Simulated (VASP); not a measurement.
# Pb (Im-3m) in VASP: notebook

Runs on Pb. Level: PBE. Tasks: single point.

All numbers are computed with VASP 6.6.1; they aren't measurements. Logs are shortened: lines on timing, memory, paths and dates and some standing lists are left out, and cuts for length are marked.

## (1) The cell of the first run

The structure is cubic, space group Im-3m (No. 229). The conventional cell has a = 3.751 Å, b = 3.751 Å, c = 3.751 Å, α = 90.00°, β = 90.00°, γ = 90.00°. Within 4.3 Å of Pb (site symmetry m-3m) lie 14 Pb at 3.25 to 3.75 Å.

## (2) Single point, PBE

INCAR reads:

```
SYSTEM = Pb
ALGO = Normal
EDIFF = 1E-6
ENCUT = 520
GGA = PE
ISIF = 2
ISMEAR = 0
LASPH = .TRUE.
LCHARG = .FALSE.
LREAL = .FALSE.
LWAVE = .FALSE.
NBANDS = 13
NELM = 100
PREC = Accurate
SIGMA = 0.05
```

KPOINTS reads:

```
k-points
0
G
  12 12 12
  0 0 0
```

POSCAR reads:

```
Pb
1.0
   -1.8752686280      1.8752686280      1.8752686280
    1.8752686280     -1.8752686280      1.8752686280
    1.8752686280      1.8752686280     -1.8752686280
Pb
1
Direct
    0.0000000000      0.0000000000      0.0000000000
```

Potentials or basis: VASP PAW PBE potentials, release 64 (Pb_d).

Run with:

```console
cat potpaw_PBE.64/Pb_d/POTCAR > POTCAR
mpirun -np 1 vasp_std > vasp.out
```

OUTCAR:

```text
SYSTEM = Pb
   EDIFF = 1E-6
   ENCUT = 520
   GGA = PE
   ISIF = 2
   ISMEAR = 0
   LASPH = .TRUE.
   LREAL = .FALSE.
   NELM = 100
   PREC = Accurate

 ion  position               nearest neighbor table
   1  0.000  0.000  0.000-

  LATTYP: Found a body centered cubic cell.
 ALAT       =     3.7505372560

  Lattice vectors:

 A1 = (  -1.8752686280,   1.8752686280,   1.8752686280)
 A2 = (   1.8752686280,  -1.8752686280,   1.8752686280)
 A3 = (   1.8752686280,   1.8752686280,  -1.8752686280)

Analysis of symmetry for initial positions (statically):
=====================================================================
 Subroutine PRICEL returns:
 Original cell was already a primitive cell.

 Routine SETGRP: Setting up the symmetry group for a
 body centered cubic supercell.

 Subroutine GETGRP returns: Found 48 space group operations
 (whereof 48 operations were pure point group operations)
 out of a pool of 48 trial point group operations.

The static configuration has the point symmetry O_h .

Analysis of symmetry for dynamics (positions and initial velocities):
=====================================================================
 Subroutine PRICEL returns:
 Original cell was already a primitive cell.

 Routine SETGRP: Setting up the symmetry group for a
 body centered cubic supercell.

 Subroutine GETGRP returns: Found 48 space group operations
 (whereof 48 operations were pure point group operations)
 out of a pool of 48 trial point group operations.

The dynamic configuration has the point symmetry O_h .

 Subroutine INISYM returns: Found 48 space group operations
 (whereof 48 operations are pure point group operations),
 and found     1 'primitive' translations

----------------------------------------------------------------------------------------

                                     Primitive cell

  volume of cell :      26.3785

  direct lattice vectors                    reciprocal lattice vectors
    -1.875268628  1.875268628  1.875268628     0.000000000  0.266628467  0.266628467
     1.875268628 -1.875268628  1.875268628     0.266628467  0.000000000  0.266628467
     1.875268628  1.875268628 -1.875268628     0.266628467  0.266628467  0.000000000

  length of vectors
     3.248060542  3.248060542  3.248060542     0.377069595  0.377069595  0.377069595

  position of ions in fractional coordinates (direct lattice)
     0.000000000  0.000000000  0.000000000

  ion indices of the primitive-cell ions
   primitive index   ion index
                 1           1

----------------------------------------------------------------------------------------

 KPOINTS: k-points

Automatic generation of k-mesh.
 Grid dimensions read from file:
 generate k-points for:   12   12   12

 Generating k-lattice:

  Cartesian coordinates                     Fractional coordinates (reciprocal lattice)
     0.000000000  0.022219039  0.022219039     0.083333333  0.000000000  0.000000000
     0.022219039  0.000000000  0.022219039     0.000000000  0.083333333  0.000000000
     0.022219039  0.022219039  0.000000000     0.000000000  0.000000000  0.083333333

  Length of vectors
     0.031422466  0.031422466  0.031422466

  Shift w.r.t. Gamma in fractional coordinates (k-lattice)
     0.000000000  0.000000000  0.000000000

 Subroutine IBZKPT returns following result:
 ===========================================

 Found     72 irreducible k-points:

 Following reciprocal coordinates:
            Coordinates               Weight
  0.000000  0.000000  0.000000      1.000000
  0.083333  0.000000  0.000000     12.000000
  0.166667  0.000000  0.000000     12.000000
  0.250000  0.000000  0.000000     12.000000
  0.333333  0.000000  0.000000     12.000000
  0.416667  0.000000  0.000000     12.000000
[... 16 lines left out ...]
  0.333333  0.083333  0.083333     24.000000
  0.416667  0.083333  0.083333     12.000000
 [... further k-points ...]
   k-points           NKPTS =     72   k-points in BZ     NKDIM =     72   number of bands    NBANDS=     13
   number of dos      NEDOS =    301   number of ions     NIONS =      1
   total plane-waves  NPLWV =  13824
   dimension x,y,z NGX =    24 NGY =   24 NGZ =   24
   dimension x,y,z NGXF=    48 NGYF=   48 NGZF=   48
   ions per type =               1
   NGX,Y,Z   is equivalent  to a cutoff of  12.28, 12.28, 12.28 a.u.
   NGXF,Y,Z  is equivalent  to a cutoff of  24.57, 24.57, 24.57 a.u.
 SYSTEM =  Pb
   PREC   = accura    normal or accurate (medium, high low for compatibility)
   ISTART =      0    job   : 0-new  1-cont  2-samecut
   ICHARG =      2    charge: 1-file 2-atom 10-const
   ISPIN  =      1    spin polarized calculation?
   LNONCOLLINEAR =      F non collinear calculations
   LSORBIT =      F    spin-orbit coupling
   LASPH  =      T    aspherical Exc in radial PAW
   ENCUT  =  520.0 eV  38.22 Ry    6.18 a.u.   6.04  6.04  6.04*2*pi/ulx,y,z
   NELM   =    100;   NELMIN=  2; NELMDL= -5     # of ELM steps
   EDIFF  = 0.1E-05   stopping-criterion for ELM
   LREAL  =      F    real-space projection
   EDIFFG = 0.1E-04   stopping-criterion for IOM
   NSW    =      0    number of steps for IOM
   IBRION =     -1    ionic relax: 0-MD 1-quasi-New 2-CG
   NFREE  =      0    steps in history (QN), initial steepest desc. (CG)
   ISIF   =      2    stress and relaxation
   ISYM   =      2    0-nonsym 1-usesym 2-fastsym
   POTIM  = 0.5000    time-step for ionic-motion
   TEBEG  =    0.0;   TEEND  =   0.0 temperature during run
   PSTRESS=    0.0 pullay stress
   NELECT =      14.0000    total number of electrons
   NUPDOWN=      -1.0000    fix difference up-down
   EMIN   =  10.00;   EMAX   =-10.00  energy-range for DOS
   EFERMI =   0.00;   METHOD = LEGACY
   ISMEAR =     0;   SIGMA  =   0.05  broadening in eV -4-tet -1-fermi 0-gaus
   EFERMI_NEDOS =   21; number of points for ismear=-14 and -15
   IALGO  =     38    algorithm
   IMIX   =      4    mixing-type and parameters
     AMIX     =   0.40;   BMIX     =  1.00
     AMIX_MAG =   1.60;   BMIX_MAG =  1.00
  volume/ion in A,a.u.               =      26.38       178.01
  Fermi-wavevector in a.u.,A,eV,Ry     =   1.325462  2.504760 23.903397  1.756850
  Thomas-Fermi vector in A             =   2.454921
   LORBIT       =      0    0 simple, 1 ext, 2 COOP (PROOUT), +10 PAW based schemes
   GGA     = PE    functional components
   LHFCALC =     F    Hartree Fock is set to
   AEXX    =    0.0000 exact exchange contribution
   IVDW    =     0    specifies the selected vdW correction
   LEPSILON=     F    determine dielectric tensor
   LRPA    =     F    only Hartree local field effects (RPA)
 non-spin polarized calculation
 Gauss-broadening in eV      SIGMA  =   0.05
  energy-cutoff  :      520.00
  volume of cell :       26.38
 maximum number of plane-waves:       726
   NGX = 13   NGY = 13   NGZ = 13

 number of electron      13.9999996 magnetization

 Free energy of the ion-electron system (eV)
  ---------------------------------------------------
  ext. energy  EPLUGINS =         0.00000000
  ---------------------------------------------------
  free energy    TOTEN  =        -3.34586577 eV

  energy without entropy =       -3.34407215  energy(sigma->0) =       -3.34496896

 E-fermi :   9.0524     XC(G=0): -10.8764

 val. band max:        9.0476272611   @ k =  -0.3333   0.5000   0.0833
 cond. band min:       9.0822234353   @ k =   0.5000   0.5000   0.4167
 fundamental gap:      0.0345961742
 Fermi energy:         9.0523592937

 k-point     1 :       0.0000    0.0000    0.0000
  band No.  band energies     occupation
      1      -8.3343      2.00000
      2      -8.3343      2.00000
      3      -8.3343      2.00000
      4      -7.9830      2.00000
      5      -7.9830      2.00000
      6      -3.8307      2.00000
      7      17.9484      0.00000
      8      17.9484      0.00000
      9      17.9484      0.00000
     10      20.2455      0.00000
     11      20.2455      0.00000
     12      20.2455      0.00000
     13      23.1710      0.00000

 k-point     2 :       0.0833    0.0000    0.0000
  band No.  band energies     occupation
      1      -8.3433      2.00000
      2      -8.3250      2.00000
      3      -8.2981      2.00000
      4      -7.9929      2.00000
      5      -7.9836      2.00000
      6      -3.6677      2.00000
      7      16.3092      0.00000
      8      17.3539      0.00000
      9      17.6448      0.00000
     10      19.5846      0.00000
     11      20.0305      0.00000
     12      20.1834      0.00000
     13      23.6040      0.00000

 k-point     3 :       0.1667    0.0000    0.0000
  band No.  band energies     occupation
      1      -8.3678      2.00000
      2      -8.3070      2.00000
      3      -8.1978      2.00000
      4      -8.0158      2.00000
      5      -7.9851      2.00000
      6      -3.1748      2.00000
      7      13.3748      0.00000
      8      16.1149      0.00000
      9      16.8386      0.00000
     10      18.7773      0.00000
     11      19.5984      0.00000
     12      20.4831      0.00000
     13      23.7289      0.00000
[... 305 lines left out ...]
 k-point    23 :       0.3333    0.0833    0.0833
  band No.  band energies     occupation
      1      -8.4318      2.00000
      2      -8.3242      2.00000
      3      -8.0079      2.00000
      4      -7.9890      2.00000
      5      -7.8594      2.00000
      6       0.3842      2.00000
      7       5.6836      2.00000
      8      11.2171      0.00000
      9      12.8526      0.00000
     10      20.0504      0.00000
     11      20.8229      0.00000
     12      24.1243      0.00000
     13      24.4953      0.00000

 k-point    24 :       0.4167    0.0833    0.0833
  band No.  band energies     occupation
      1      -8.4389      2.00000
      2      -8.3289      2.00000
      3      -8.0004      2.00000
      4      -7.9885      2.00000
      5      -7.8334      2.00000
      6       1.1757      2.00000
      7       4.6110      2.00000
      8      10.9805      0.00000
      9      12.7031      0.00000
     10      19.9463      0.00000
     11      20.7440      0.00000
     12      24.6025      0.00000
     13      24.8081      0.00000

 [... further k-points ...]

------------------------ aborting loop because EDIFF is reached ----------------------------------------

  FORCE on cell =-STRESS in cart. coord.  units (eV):
  Direction    XX          YY          ZZ          XY          YZ          ZX
  --------------------------------------------------------------------------------------
  -------------------------------------------------------------------------------------
  Total        1.9139611      1.9139611      1.9139611      0.0000000      0.0000000     -0.0000000
  in kB      116.2500748    116.2500748    116.2500748      0.0000000      0.0000000     -0.0000000
  external PRESSURE =     116.2500748 kB  Pullay stress =       0.0000000 kB

 VOLUME and BASIS-vectors are now :
 -----------------------------------------------------------------------------
  energy-cutoff  :      520.00
  volume of cell :       26.38
      direct lattice vectors                 reciprocal lattice vectors
    -1.875268628  1.875268628  1.875268628     0.000000000  0.266628467  0.266628467
     1.875268628 -1.875268628  1.875268628     0.266628467  0.000000000  0.266628467
     1.875268628  1.875268628 -1.875268628     0.266628467  0.266628467  0.000000000

 POSITION                                       TOTAL-FORCE (eV/Angst)
 -----------------------------------------------------------------------------------
      0.00000      0.00000      0.00000         0.000000     -0.000000     -0.000000
 -----------------------------------------------------------------------------------
    total drift:                               -0.000000     -0.000000      0.000000

  FREE ENERGIE OF THE ION-ELECTRON SYSTEM (eV)
  ---------------------------------------------------
  free  energy   TOTEN  =        -3.3458657683 eV

  energy  without entropy=       -3.3440721503  energy(sigma->0) =       -3.34496896
```

Run time: 42 s. Hardware: 1 thread of AMD EPYC 7R13, shared host; peak memory 0.12 GiB.

What came out:

- Free energy: -3.3459 eV
- Pressure: 11.6 GPa
- Band gap on the k mesh: zero (band 7 reaches 17.95 eV, above the bottom of band 8 at 6.51 eV)

Levels at points of the mesh, in eV from the Fermi level:
```tsv
k point	band 5	band 6	band 7	band 8	band 9	band 10
(0.00, 0.00, 0.00)	-17.04	-12.88	8.90	8.90	8.90	11.19
(0.50, 0.00, 0.00)	-16.81	-8.05	-4.86	3.84	5.48	8.37
(0.50, 0.50, 0.50)	-16.87	-4.56	-0.63	-0.63	-0.63	4.68
```

Caveat: spin-orbit coupling is left out, which moves the levels of the heavy elements.

## (3) Single point, PBE

This run uses another cell than the first one, of 31.03 Å³/atom, 1.176 times its volume.

INCAR reads:

```
SYSTEM = Pb
ALGO = Fast
EDIFF = 1E-6
ENCUT = 520
GGA = PE
ISIF = 2
ISMEAR = 0
LASPH = .True.
LCHARG = .False.
LREAL = .False.
LWAVE = .False.
NBANDS = 13
NELM = 60
PREC = Accurate
SIGMA = 0.05
```

KPOINTS reads:

```
k-points
0
Gamma
  12 12 12
  0 0 0
```

POSCAR reads:

```
Pb
1.0
   -1.9796595667      1.9796595667      1.9796595667
    1.9796595667     -1.9796595667      1.9796595667
    1.9796595667      1.9796595667     -1.9796595667
Pb
1
Direct
    0.0000000000      0.0000000000      0.0000000000
```

Potentials or basis: VASP PAW PBE potentials, release 64 (Pb_d).

Run with:

```console
cat potpaw_PBE.64/Pb_d/POTCAR > POTCAR
mpirun -np 1 vasp_std > vasp.out
```

OUTCAR:

```text
SYSTEM = Pb
   EDIFF = 1E-6
   ENCUT = 520
   GGA = PE
   ISIF = 2
   ISMEAR = 0
   LASPH = .True.
   LREAL = .False.
   NELM = 60
   PREC = Accurate

 ion  position               nearest neighbor table
   1  0.000  0.000  0.000-

  LATTYP: Found a body centered cubic cell.
 ALAT       =     3.9593191334

  Lattice vectors:

 A1 = (  -1.9796595667,   1.9796595667,   1.9796595667)
 A2 = (   1.9796595667,  -1.9796595667,   1.9796595667)
 A3 = (   1.9796595667,   1.9796595667,  -1.9796595667)

Analysis of symmetry for initial positions (statically):
=====================================================================
 Subroutine PRICEL returns:
 Original cell was already a primitive cell.

 Routine SETGRP: Setting up the symmetry group for a
 body centered cubic supercell.

 Subroutine GETGRP returns: Found 48 space group operations
 (whereof 48 operations were pure point group operations)
 out of a pool of 48 trial point group operations.

The static configuration has the point symmetry O_h .

[... 167 lines left out ...]
 k-point     1 :       0.0000    0.0000    0.0000
  band No.  band energies     occupation
      1     -10.0862      2.00000
      2     -10.0862      2.00000
      3     -10.0862      2.00000
      4      -9.8616      2.00000
      5      -9.8616      2.00000
      6      -4.5771      2.00000
      7      14.4654      0.00000
      8      14.4654      0.00000
      9      14.4654      0.00000
     10      18.1031      0.00000
     11      18.1031      0.00000
     12      18.1031      0.00000
     13      18.5459      0.00000
[... 354 lines left out ...]
  band No.  band energies     occupation
      1     -10.1453      2.00000
      2     -10.0597      2.00000
      3      -9.8734      2.00000
      4      -9.8680      2.00000
      5      -9.7648      2.00000
      6      -0.7080      2.00000
      7       3.4297      2.00000
      8       8.7819      0.00000
      9      10.4608      0.00000
     10      16.7176      0.00000
     11      17.8921      0.00000
     12      21.2367      0.00000
     13      21.8587      0.00000

 [... further k-points ...]

------------------------ aborting loop because EDIFF is reached ----------------------------------------

  FORCE on cell =-STRESS in cart. coord.  units (eV):
  Direction    XX          YY          ZZ          XY          YZ          ZX
  --------------------------------------------------------------------------------------
  -------------------------------------------------------------------------------------
  Total        0.2272723      0.2272723      0.2272723     -0.0000000      0.0000000      0.0000000
  in kB       11.7334452     11.7334452     11.7334452     -0.0000000      0.0000000      0.0000000
  external PRESSURE =      11.7334452 kB  Pullay stress =       0.0000000 kB

 VOLUME and BASIS-vectors are now :
 -----------------------------------------------------------------------------
  energy-cutoff  :      520.00
  volume of cell :       31.03
      direct lattice vectors                 reciprocal lattice vectors
    -1.979659567  1.979659567  1.979659567     0.000000000  0.252568678  0.252568678
     1.979659567 -1.979659567  1.979659567     0.252568678  0.000000000  0.252568678
     1.979659567  1.979659567 -1.979659567     0.252568678  0.252568678  0.000000000

 POSITION                                       TOTAL-FORCE (eV/Angst)
 -----------------------------------------------------------------------------------
      0.00000      0.00000      0.00000         0.000000     -0.000000      0.000000
 -----------------------------------------------------------------------------------
    total drift:                                0.000000     -0.000000      0.000000

  FREE ENERGIE OF THE ION-ELECTRON SYSTEM (eV)
  ---------------------------------------------------
  free  energy   TOTEN  =        -3.5135668387 eV

  energy  without entropy=       -3.5126287172  energy(sigma->0) =       -3.51309778
```

stdout:

```text
POSCAR found type information on POSCAR Pb
 POSCAR found :  1 types and       1 ions
 scaLAPACK will be used
 LDA part: xc-table for (Slater+PW92), standard interpolation
 POSCAR, INCAR and KPOINTS ok, starting setup
 FFT: planning ... GRIDC
 FFT: planning ... GRID_SOFT
 FFT: planning ... GRID
 WAVECAR not read
 entering main loop
```

It took 87 s on 1 thread of AMD EPYC 7R13, shared host; peak memory 0.14 GiB.

What came out:

```
Free energy            : -3.5136 eV
Pressure               : 1.2 GPa
Band gap on the k mesh : zero (band 7 reaches 14.47 eV, above the bottom of band 8 at 5.03 eV)
```

Caveat: spin-orbit coupling is left out, which moves the levels of the heavy elements.

## (4) Single point, PBE

This run uses another cell than the first one, of 31.03 Å³/atom, 1.176 times its volume.

INCAR reads:

```
ALGO = Normal
EDIFF = 1E-6
ENCUT = 520
GGA = PE
ISIF = 2
ISMEAR = 0
LASPH = True
LCHARG = True
LELF = True
LREAL = False
LVHAR = True
LWAVE = False
NBANDS = 13
NELM = 80
PREC = Accurate
SIGMA = 0.05
```

KPOINTS reads:

```
k-points
0
Gamma
  12 12 12
```

POSCAR is that of step 3.

Run with:

```console
cat potpaw_PBE.64/Pb_d/POTCAR > POTCAR
mpirun -np 1 vasp_std > vasp.out
```

It took 67 s on 1 thread of AMD EPYC 7R13, shared host; peak memory 0.14 GiB.

It converged, with:

```
Free energy            : -3.5136 eV
Pressure               : 1.2 GPa
Band gap on the k mesh : zero (band 7 reaches 14.47 eV, above the bottom of band 8 at 5.03 eV)
```

Levels at points of the mesh, in eV from the Fermi level:
```tsv
k point	band 5	band 6	band 7	band 8	band 9	band 10
(0.00, 0.00, 0.00)	-16.86	-11.57	7.47	7.47	7.47	11.11
(0.50, 0.00, 0.00)	-16.72	-7.84	-3.91	3.42	5.12	7.47
(0.50, 0.50, 0.50)	-16.75	-5.22	-0.32	-0.32	-0.32	4.59
```

Caveat: spin-orbit coupling is left out, which moves the levels of the heavy elements.
